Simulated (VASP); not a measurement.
# WC (Fm-3m) in VASP: notebook, part 2 of 2

VASP 6.6.1.

## (4) Single point, HSE06

POSCAR

```
WC
1.0
    0.0000000000      2.1926840000      2.1926840000
    2.1926840000      0.0000000000      2.1926840000
    2.1926840000      2.1926840000      0.0000000000
W C
1 1
Direct
    0.0000000000      0.0000000000      0.0000000000
    0.5000000000      0.5000000000      0.5000000000
```

INCAR.step1

```
PREC = Accurate
ENCUT = 520
EDIFF = 1E-5
ISMEAR = -1
SIGMA = 0.05
LREAL = F
LASPH = T
NELM = 60
ALGO = Normal
ISIF = 2
LWAVE = T
GGA = PE
NBANDS = 16
```

INCAR.step2

```
PREC = Accurate
ENCUT = 520
EDIFF = 1E-6
ISMEAR = -1
SIGMA = 0.05
LREAL = F
LASPH = T
NELM = 60
ALGO = Normal
ISIF = 2
LWAVE = F
LCHARG = T
GGA = PE
LHFCALC = T
HFSCREEN = 0.2079
PRECFOCK = Normal
LELF = T
LVHAR = T
ISTART = 1
NBANDS = 16
```

KPOINTS

```
Automatic mesh
0
Gamma
  5 5 5
```

Potentials or basis: VASP PAW PBE potentials, release 64 (W_sv, C).

On the command line:

```
$ cat potpaw_PBE.64/W_sv/POTCAR potpaw_PBE.64/C/POTCAR > POTCAR
$ cp INCAR.step1 INCAR
$ mpirun -np 1 vasp_std > vasp.out
$ cp INCAR.step2 INCAR
$ mpirun -np 1 vasp_std > vasp.out
```

OUTCAR:

```text
PREC = Accurate
   ENCUT = 520
   EDIFF = 1E-6
   ISMEAR = -1
   LREAL = F
   LASPH = T
   NELM = 60
   ISIF = 2
   GGA = PE
   LHFCALC = T
   HFSCREEN = 0.2079
   PRECFOCK = Normal
   ISTART = 1

 ion  position               nearest neighbor table
   1  0.000  0.000  0.000-   2 2.19   2 2.19   2 2.19   2 2.19   2 2.19   2 2.19
   2  0.500  0.500  0.500-   1 2.19   1 2.19   1 2.19   1 2.19   1 2.19   1 2.19

  LATTYP: Found a face centered cubic cell.
 ALAT       =     4.3853680000

  Lattice vectors:

 A1 = (   0.0000000000,   2.1926840000,   2.1926840000)
 A2 = (   2.1926840000,   0.0000000000,   2.1926840000)
 A3 = (   2.1926840000,   2.1926840000,   0.0000000000)

Analysis of symmetry for initial positions (statically):
=====================================================================
 Subroutine PRICEL returns:
 Original cell was already a primitive cell.

[... 155 lines left out ...]
  ext. energy  EPLUGINS =         0.00000000
  ---------------------------------------------------
  free energy    TOTEN  =       -24.91545178 eV

  energy without entropy =      -24.90427396  energy(sigma->0) =      -24.90986287

 E-fermi :  12.8572     XC(G=0): -11.1659

 val. band max:       12.1741026448   @ k =   0.2000   0.0000   0.0000
 cond. band min:      12.9130754974   @ k =  -0.4000   0.2000   0.0000
 fundamental gap:      0.7389728526
 Fermi energy:        12.8571548545

 k-point     1 :       0.0000    0.0000    0.0000
  band No.  band energies     occupation
      1     -67.4529      2.00000
      2     -29.9190      2.00000
      3     -29.9190      2.00000
      4     -29.9190      2.00000
      5      -5.3959      2.00000
      6       9.1512      2.00000
[... 167 lines left out ...]
      3     -30.2814      2.00000
      4     -30.1199      2.00000
      5      -1.9562      2.00000
      6       4.1371      2.00000
[... 8 lines left out ...]
     15      25.1883      0.00000
     16      26.4938      0.00000

------------------------ aborting loop because EDIFF is reached ----------------------------------------

  FORCE on cell =-STRESS in cart. coord.  units (eV):
  Direction    XX          YY          ZZ          XY          YZ          ZX
  --------------------------------------------------------------------------------------
  -------------------------------------------------------------------------------------
  Total       -1.4925653     -1.4925653     -1.4925653      0.0000000     -0.0000000      0.0000000
  in kB     -113.4189958   -113.4189958   -113.4189958      0.0000000     -0.0000000      0.0000000
  external PRESSURE =    -113.4189958 kB  Pullay stress =       0.0000000 kB

 VOLUME and BASIS-vectors are now :
 -----------------------------------------------------------------------------
  energy-cutoff  :      520.00
  volume of cell :       21.08
      direct lattice vectors                 reciprocal lattice vectors
     0.000000000  2.192684000  2.192684000    -0.228031034  0.228031034  0.228031034
     2.192684000  0.000000000  2.192684000     0.228031034 -0.228031034  0.228031034
     2.192684000  2.192684000  0.000000000     0.228031034  0.228031034 -0.228031034

 POSITION                                       TOTAL-FORCE (eV/Angst)
 -----------------------------------------------------------------------------------
      0.00000      0.00000      0.00000         0.000000     -0.000000      0.000000
      2.19268      2.19268      2.19268        -0.000000      0.000000     -0.000000
 -----------------------------------------------------------------------------------
    total drift:                                0.000000      0.000000     -0.000000

  FREE ENERGIE OF THE ION-ELECTRON SYSTEM (eV)
  ---------------------------------------------------
  free  energy   TOTEN  =       -24.9154517844 eV

  energy  without entropy=      -24.9042739628  energy(sigma->0) =      -24.90986287
```

OUTCAR.step1:

```text
PREC = Accurate
   ENCUT = 520
   EDIFF = 1E-5
   ISMEAR = -1
   LREAL = F
[... 394 lines left out ...]
      0.00000      0.00000      0.00000        -0.000000     -0.000000      0.000000
      2.19268      2.19268      2.19268         0.000000      0.000000      0.000000
 -----------------------------------------------------------------------------------
    total drift:                                0.000000     -0.000000     -0.000000

  FREE ENERGIE OF THE ION-ELECTRON SYSTEM (eV)
  ---------------------------------------------------
  free  energy   TOTEN  =       -21.6031993910 eV

  energy  without entropy=      -21.5918203605  energy(sigma->0) =      -21.59750988
```

OSZICAR.step1:

```text
N       E                     dE             d eps       ncg     rms          rms(c)
DAV:   1     0.112417573099E+03    0.11242E+03   -0.91877E+03   320   0.123E+03
DAV:   2    -0.218517824245E+02   -0.13427E+03   -0.13026E+03   400   0.336E+02
DAV:   3    -0.250810743074E+02   -0.32293E+01   -0.32227E+01   320   0.492E+01
DAV:   4    -0.250969748178E+02   -0.15901E-01   -0.15899E-01   448   0.399E+00
DAV:   5    -0.250971025688E+02   -0.12775E-03   -0.12775E-03   328   0.328E-01    0.307E+01
DAV:   6    -0.216912228960E+02    0.34059E+01   -0.82375E+00   368   0.276E+01    0.766E+00
DAV:   7    -0.216319540591E+02    0.59269E-01   -0.42862E-01   320   0.512E+00    0.594E+00
DAV:   8    -0.216071024857E+02    0.24852E-01   -0.81894E-02   352   0.223E+00    0.160E+00
DAV:   9    -0.216032464810E+02    0.38560E-02   -0.73191E-03   352   0.576E-01    0.117E-01
DAV:  10    -0.216032028602E+02    0.43621E-04   -0.48636E-04   336   0.215E-01    0.109E-01
DAV:  11    -0.216031993910E+02    0.34692E-05   -0.40122E-05   392   0.528E-02
   1 F= -.21603199E+02 E0= -.21597510E+02  d E =-.113790E-01
```

Wall time 21 min (1 thread of Intel Xeon 8259CL, shared host); peak memory 0.25 GiB.

What came out:

- Free energy: -24.9155 eV
- Pressure: -11.3 GPa
- Band gap on the k mesh: zero (bands 9 and 10 overlap by 2.52 eV)

Levels at points of the mesh, in eV from the Fermi level:
```
           k point  band 5  band 6  band 7  band 8  band 9  band 10  band 11  band 12  band 13  band 14
(0.00, 0.00, 0.00)  -18.25   -3.71   -3.71   -3.71   -1.73    -1.73    -1.73    -1.58    -1.58     6.91
```

Caveat: the k points lie up to 0.50 Å⁻¹ apart, too coarse for converged energies and pressures of a metal; the PAW data sets were made with another functional, which shifts forces and pressure a little; spin-orbit coupling is left out, which moves the levels of the heavy elements.

## (5) Single point, LDA

This run uses another cell than the first one, of 10.33 Å³/atom.

INCAR

```
SYSTEM = WC
  PREC = Accurate
  ENCUT = 1300
  EDIFF = 1E-6
  ISMEAR = -1
  SIGMA = 0.05
  LREAL = .False.
  LASPH = .True.
  NELM = 120
  ALGO = Normal
  ISIF = 2
  LWAVE = .False.
  LCHARG = .False.
  NBANDS = 16
  GGA_COMPAT = .False.
```

KPOINTS

```
Automatic mesh
0
Gamma
  10 10 10
  0 0 0
```

POSCAR

```
WC
1.0
    0.0000000000      2.1779675566      2.1779675566
    2.1779675566      0.0000000000      2.1779675566
    2.1779675566      2.1779675566      0.0000000000
W C
1 1
Direct
    0.0000000000      0.0000000000      0.0000000000
    0.5000000000      0.5000000000      0.5000000000
```

Potentials or basis: VASP PAW LDA potentials, release 64 (W_sv, C_h).

On the command line:

```
$ cat potpaw_LDA.64/W_sv/POTCAR potpaw_LDA.64/C_h/POTCAR > POTCAR
$ mpirun -np 1 vasp_std > vasp.out
```

Run time: 2.4 min. Hardware: 1 thread of AMD EPYC, shared host; peak memory 0.2 GiB.

The run converged. Its results:

```yaml
Free_energy: -23.8267 eV
Pressure: -6.9 GPa
Band_gap_on_the_k_mesh: zero (bands 9 and 10 overlap by 3.26 eV)
```

Levels at points of the mesh, in eV from the Fermi level:
| k point | band 7 | band 8 | band 9 | band 10 | band 11 | band 12 |
| --- | --- | --- | --- | --- | --- | --- |
| (0.00, 0.00, 0.00) | -2.88 | -2.88 | -1.11 | -1.11 | -1.11 | -1.04 |
| (0.50, 0.00, 0.00) | -6.75 | -6.75 | 1.02 | 1.02 | 2.36 | 5.02 |
| (0.50, 0.50, 0.00) | -5.58 | -2.52 | -2.52 | 0.83 | 2.29 | 2.29 |

Caveat: the cell stands under tension; spin-orbit coupling is left out, which moves the levels of the heavy elements.

## (6) Single point, PBE

This run uses another cell than the first one, of 10.33 Å³/atom.

INCAR

```
SYSTEM = WC
PREC     = Accurate       ! precision mode
ENCUT    = 1300           ! plane-wave cutoff, eV
EDIFF    = 1E-6           ! SCF threshold, eV
ISMEAR   = -1             ! smearing method
SIGMA    = 0.05           ! smearing width, eV
LREAL    = .False.        ! projectors in reciprocal space
LASPH    = .True.         ! aspherical terms in the spheres
NELM     = 120            ! most SCF steps
ALGO     = Normal         ! electronic algorithm
ISIF     = 2              ! what is computed and relaxed
LWAVE    = .False.        ! write WAVECAR
LCHARG   = .True.         ! write CHGCAR
GGA      = PE             ! functional
LELF     = .True.         ! ELF
LVHAR    = .True.       
NBANDS   = 16             ! bands
GGA_COMPAT= .False.
```

KPOINTS

```
regular mesh
0
Gamma
  10 10 10
  0 0 0
```

POSCAR is that of step 5.

Potentials or basis: VASP PAW PBE potentials, release 64 (W_sv, C_h).

On the command line:

```
$ cat potpaw_PBE.64/W_sv/POTCAR potpaw_PBE.64/C_h/POTCAR > POTCAR
$ mpirun -np 1 vasp_std > vasp.out
```

OUTCAR:

```text
SYSTEM = WC
   PREC = Accurate
   ENCUT = 1300
   EDIFF = 1E-6
   ISMEAR = -1
   LREAL = .False.
   LASPH = .True.
   NELM = 120
   ISIF = 2
   GGA = PE

 ion  position               nearest neighbor table
   1  0.000  0.000  0.000-   2 2.18   2 2.18   2 2.18   2 2.18   2 2.18   2 2.18
   2  0.500  0.500  0.500-   1 2.18   1 2.18   1 2.18   1 2.18   1 2.18   1 2.18

  LATTYP: Found a face centered cubic cell.
 ALAT       =     4.3559351132

  Lattice vectors:

 A1 = (   0.0000000000,   2.1779675566,   2.1779675566)
 A2 = (   2.1779675566,   0.0000000000,   2.1779675566)
 A3 = (   2.1779675566,   2.1779675566,   0.0000000000)

Analysis of symmetry for initial positions (statically):
=====================================================================
 Subroutine PRICEL returns:
 Original cell was already a primitive cell.

 Routine SETGRP: Setting up the symmetry group for a
 face centered cubic supercell.

 Subroutine GETGRP returns: Found 48 space group operations
 (whereof 48 operations were pure point group operations)
 out of a pool of 48 trial point group operations.

The static configuration has the point symmetry O_h .

Analysis of symmetry for dynamics (positions and initial velocities):
=====================================================================
 Subroutine PRICEL returns:
 Original cell was already a primitive cell.

 Routine SETGRP: Setting up the symmetry group for a
 face centered cubic supercell.

 Subroutine GETGRP returns: Found 48 space group operations
 (whereof 48 operations were pure point group operations)
 out of a pool of 48 trial point group operations.

The dynamic configuration has the point symmetry O_h .

 Subroutine INISYM returns: Found 48 space group operations
 (whereof 48 operations are pure point group operations),
 and found     1 'primitive' translations

----------------------------------------------------------------------------------------
[... 110 lines left out ...]
   IALGO  =     38    algorithm
   IMIX   =      4    mixing-type and parameters
     AMIX     =   0.40;   BMIX     =  1.00
     AMIX_MAG =   1.60;   BMIX_MAG =  1.00
  volume/ion in A,a.u.               =      10.33        69.72
  Fermi-wavevector in a.u.,A,eV,Ry     =   1.563523  2.954630 33.260857  2.444604
  Thomas-Fermi vector in A             =   2.666282
   LORBIT       =      0    0 simple, 1 ext, 2 COOP (PROOUT), +10 PAW based schemes
   GGA     = PE    functional components
   LHFCALC =     F    Hartree Fock is set to
   AEXX    =    0.0000 exact exchange contribution
   IVDW    =     0    specifies the selected vdW correction
   LEPSILON=     F    determine dielectric tensor
   LRPA    =     F    only Hartree local field effects (RPA)
 non-spin polarized calculation
  energy-cutoff  :     1300.00
  volume of cell :       20.66
 maximum number of plane-waves:      2215
   NGX = 19   NGY = 19   NGZ = 19

 number of electron      18.0000000 magnetization

 Free energy of the ion-electron system (eV)
  ---------------------------------------------------
  ext. energy  EPLUGINS =         0.00000000
  ---------------------------------------------------
  free energy    TOTEN  =       -21.57040199 eV

  energy without entropy =      -21.56403738  energy(sigma->0) =      -21.56721968

 E-fermi :  13.0982     XC(G=0): -13.8624

 val. band max:       13.0086999375   @ k =   0.3000   0.2000   0.1000
 cond. band min:      13.1178806347   @ k =  -0.1000   0.1000   0.0000
 fundamental gap:      0.1091806972
 Fermi energy:        13.0981669835

 k-point     1 :       0.0000    0.0000    0.0000
  band No.  band energies     occupation
      1     -62.3752      2.00000
      2     -26.3673      2.00000
      3     -26.3673      2.00000
      4     -26.3673      2.00000
      5      -2.9387      2.00000
      6      10.2285      2.00000
[... 433 lines left out ...]
      3     -26.5578      2.00000
      4     -26.5386      2.00000
      5      -0.4604      2.00000
      6       5.8751      2.00000
[... 8 lines left out ...]
     15      24.9433      0.00000
     16      28.6562      0.00000

 [... further k-points ...]

------------------------ aborting loop because EDIFF is reached ----------------------------------------

  FORCE on cell =-STRESS in cart. coord.  units (eV):
  Direction    XX          YY          ZZ          XY          YZ          ZX
  --------------------------------------------------------------------------------------
  -------------------------------------------------------------------------------------
  Total        0.9046423      0.9046423      0.9046423     -0.0000000      0.0000000      0.0000000
  in kB       70.1460596     70.1460596     70.1460596     -0.0000000      0.0000000      0.0000000
  external PRESSURE =      70.1460596 kB  Pullay stress =       0.0000000 kB

 VOLUME and BASIS-vectors are now :
 -----------------------------------------------------------------------------
  energy-cutoff  :     1300.00
  volume of cell :       20.66
      direct lattice vectors                 reciprocal lattice vectors
     0.000000000  2.177967557  2.177967557    -0.229571831  0.229571831  0.229571831
     2.177967557  0.000000000  2.177967557     0.229571831 -0.229571831  0.229571831
     2.177967557  2.177967557  0.000000000     0.229571831  0.229571831 -0.229571831

 POSITION                                       TOTAL-FORCE (eV/Angst)
 -----------------------------------------------------------------------------------
      0.00000      0.00000      0.00000        -0.000000     -0.000000     -0.000000
      2.17797      2.17797      2.17797         0.000000      0.000000      0.000000
 -----------------------------------------------------------------------------------
    total drift:                               -0.000000      0.000000      0.000000

  FREE ENERGIE OF THE ION-ELECTRON SYSTEM (eV)
  ---------------------------------------------------
  free  energy   TOTEN  =       -21.5704019868 eV

  energy  without entropy=      -21.5640373753  energy(sigma->0) =      -21.56721968
```

OSZICAR:

```text
N       E                     dE             d eps       ncg     rms          rms(c)
DAV:   1     0.175202199037E+03    0.17520E+03   -0.16282E+04  1504   0.243E+03
DAV:   2    -0.183281343096E+02   -0.19353E+03   -0.18597E+03  1856   0.503E+02
DAV:   3    -0.250016110832E+02   -0.66735E+01   -0.66086E+01  1664   0.771E+01
DAV:   4    -0.250527193167E+02   -0.51108E-01   -0.51102E-01  1912   0.757E+00
DAV:   5    -0.250530253958E+02   -0.30608E-03   -0.30608E-03  1672   0.601E-01    0.320E+01
DAV:   6    -0.216609438746E+02    0.33921E+01   -0.84246E+00  2096   0.278E+01    0.827E+00
DAV:   7    -0.215972874830E+02    0.63656E-01   -0.51904E-01  1528   0.604E+00    0.652E+00
DAV:   8    -0.215723394085E+02    0.24948E-01   -0.77554E-02  1768   0.259E+00    0.143E+00
DAV:   9    -0.215704417337E+02    0.18977E-02   -0.33509E-03  1632   0.545E-01    0.927E-02
DAV:  10    -0.215703996683E+02    0.42065E-04   -0.40447E-04  1832   0.222E-01    0.359E-02
DAV:  11    -0.215704030661E+02   -0.33978E-05   -0.12469E-05  1688   0.346E-02    0.130E-02
DAV:  12    -0.215704019918E+02    0.10743E-05   -0.23199E-06  1656   0.156E-02    0.733E-04
DAV:  13    -0.215704019868E+02    0.50300E-08   -0.88085E-08   880   0.279E-03
   1 F= -.21570402E+02 E0= -.21567220E+02  d E =-.636461E-02
```

It took 42 s on 1 thread of Intel Xeon Platinum 8259CL at 2.50GHz (Skylake/Cascade Lake), shared host; peak memory 0.25 GiB.

What came out:

```yaml
Free_energy: -21.5704 eV
Pressure: 7.0 GPa
Band_gap_on_the_k_mesh: zero (bands 9 and 10 overlap by 3.28 eV)
```

Caveat: the cell stands under pressure; spin-orbit coupling is left out, which moves the levels of the heavy elements.

## (7) The runs side by side

| task | level | potentials or basis | cell | k mesh | cutoff (eV) | grid for exact exchange (PRECFOCK) | share of exact exchange | screening parameter | gap on the mesh (eV) | pressure (GPa) | relaxed volume (Å³/atom) |
| --- | --- | --- | --- | --- | --- | --- | --- | --- | --- | --- | --- |
| relaxation of cell and atoms | BLYP+D3(BJ) | VASP PAW PBE potentials, release 64 (W_sv, C) | relaxed from a = 3.101 Å, angles 60.0°, 2 atoms | 10 × 10 × 10 | 600 | - | - | - | - | 0.0 | 10.45 |
| relaxation of cell and atoms | BLYP+D4 | VASP PAW PBE potentials, release 64 (W_sv, C) | relaxed from a = 3.101 Å, angles 60.0°, 2 atoms | 10 × 10 × 10 | 600 | - | - | - | - | 0.1 | 10.53 |
| single point | HSE06 | VASP PAW PBE potentials, release 64 (W_sv, C) | a = 3.101 Å, angles 60.0°, 2 atoms | 5 × 5 × 5 | 520 | Normal | 0.25 | 0.2079 1/Å | none | -11.3 | - |
| single point | LDA | VASP PAW LDA potentials, release 64 (W_sv, C_h) | a = 3.080 Å, angles 60.0°, 2 atoms | 10 × 10 × 10 | 1300 | - | - | - | none | -6.9 | - |
| single point | PBE | VASP PAW PBE potentials, release 64 (W_sv, C_h) | a = 3.080 Å, angles 60.0°, 2 atoms | 10 × 10 × 10 | 1300 | - | - | - | none | 7.0 | - |

Alike in all rows: no spin polarisation; smearing fermi-dirac 0.05 eV.

Caveats: some runs use coarse meshes; spin-orbit coupling is left out, which moves the levels of the heavy elements; the PAW data sets were made with another functional, which shifts forces and pressure a little (at least some runs); the highest band is partly filled, so the run has too few bands (at least some runs); the dispersion term is far too large for a dense solid, which distorts pressure and volume (at least some runs); the cell stands under tension (at least some runs); the cell stands under pressure (at least some runs).

Absolute energies hang on the potentials; compare differences alone.

The gap in the log of VASP goes by the Fermi energy; the results here count the filled bands.